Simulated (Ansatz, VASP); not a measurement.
## AlRu in VASP and in Ansatz

INCAR

```
  ALGO = Normal
  EDIFF = 1E-8
  ENCUT = 400
  GGA = PE
  GGA_COMPAT = F
  ISIF = 2
  ISMEAR = -1
  LASPH = T
  LCHARG = F
  LEFG = T
  LREAL = F
  LWAVE = F
  NBANDS = 16
  NELM = 120
  PREC = Accurate
  SIGMA = 0.08
```

The input KPOINTS:

```
k-points
0
Gamma
  4 4 4
```

POSCAR

```
AlRu
1.0
    2.9916000000      0.0000000000      0.0000000000
    0.0000000000      2.9916000000      0.0000000000
    0.0000000000      0.0000000000      2.9916000000
Al Ru
1 1
Direct
    0.0000000000      0.0000000000      0.0000000000
    0.5000000000      0.5000000000      0.5000000000
```

Input for Ansatz:

```yaml
crystal:
  lattice:
    - [2.9916, 0.0, 0.0]
    - [0.0, 2.9916, 0.0]
    - [0.0, 0.0, 2.9916]
  atoms:
    - { symbol: Al, position: [0.0, 0.0, 0.0] }
    - { symbol: Ru, position: [0.5, 0.5, 0.5] }
kpoints:
  mp_grid: { grid: [4, 4, 4] }
scf:
  occupations: { method: fermi_dirac, width: 0.08 }
hamiltonian:
  xc: pbe
  pseudopotentials: { kind: paw }
output:
  forces: true
  stress: true
  eigenvalues: true
  efg: { contact_densities: true }
```

Alike in both runs: task electric field gradients; functional PBE; k mesh 4 × 4 × 4; occupations fermi-dirac, width 0.08 eV; no spin polarisation.

|  | VASP | Ansatz |
| --- | --- | --- |
| version | VASP 6.6.1 | Ansatz 0.2.0 |
| potentials or method | VASP PAW PBE potentials, release 64 (Al, Ru_pv) | PAW with Ansatz's default frozen-core files, scalar-relativistic |
| plane-wave cutoff (eV) | 400 | 420 |
| valence electrons in the cell | 17 | 19 |

```csv
,VASP,Ansatz,Ansatz less VASP
pressure (GPa),-0.1,0.3,+0.49
```

VASP's potentials hold 17 valence electrons a cell and Ansatz's 19, so a difference there can come from the potentials and not from the codes.

The k mesh is coarse, so the values compare programs but aren't converged.
